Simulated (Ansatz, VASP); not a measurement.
# Si: VASP beside Ansatz

```xyz
17
Lattice="0.0000 5.4300 5.4300 5.4300 0.0000 5.4300 5.4300 5.4300 0.0000" Properties=species:S:1:pos:R:3 pbc="T T T"
Si   -0.0573   -0.0616    0.0376
Si    1.3060    1.3020    1.3384
Si    2.5922    2.5854   -0.1293
Si    3.9481    3.9420    1.2271
Si    2.6544    0.0603    2.7756
Si    3.9118    1.4559    4.1710
Si    5.3728    2.7525    2.6536
Si    6.7360    4.0532    4.0173
Si    0.0663    2.6514    2.7763
Si    1.4626    3.9099    4.1704
Si    2.7584    5.3673    2.6525
Si    4.0600    6.7306    4.0159
Si    2.9647    2.9595    5.6746
Si    4.3538    4.3493    7.0647
Si    5.4962    5.4910    5.3668
Si    6.8925    6.8852    6.6250
Si    5.9306    5.9274    8.6424
```

Alike in both runs: functional PBE; k mesh 2 × 2 × 2; occupations gaussian, width 0.02 eV; no spin polarisation.

Ansatz relaxed the structure, and its values are those at the end. VASP's run is a single point on that final structure, the one shown.

|  | VASP | Ansatz |
| --- | --- | --- |
| version | VASP 6.6.1 | Ansatz 0.2.0 |
| potentials or method | VASP PAW PBE potentials, release 64 (Si), cutoff 520 eV | scalar-relativistic, plane waves, PAW |
| valence electrons in the cell | 68 | 68 |

|  | VASP | Ansatz | Ansatz less VASP |
| --- | --- | --- | --- |
| rms of the force components (eV/Å) | 0.012 | 0.011 | -0.0007 |

The functional is the same, so the differences come from potentials, cutoffs and numerics.

The k mesh is coarse, so the values compare programs but aren't converged.
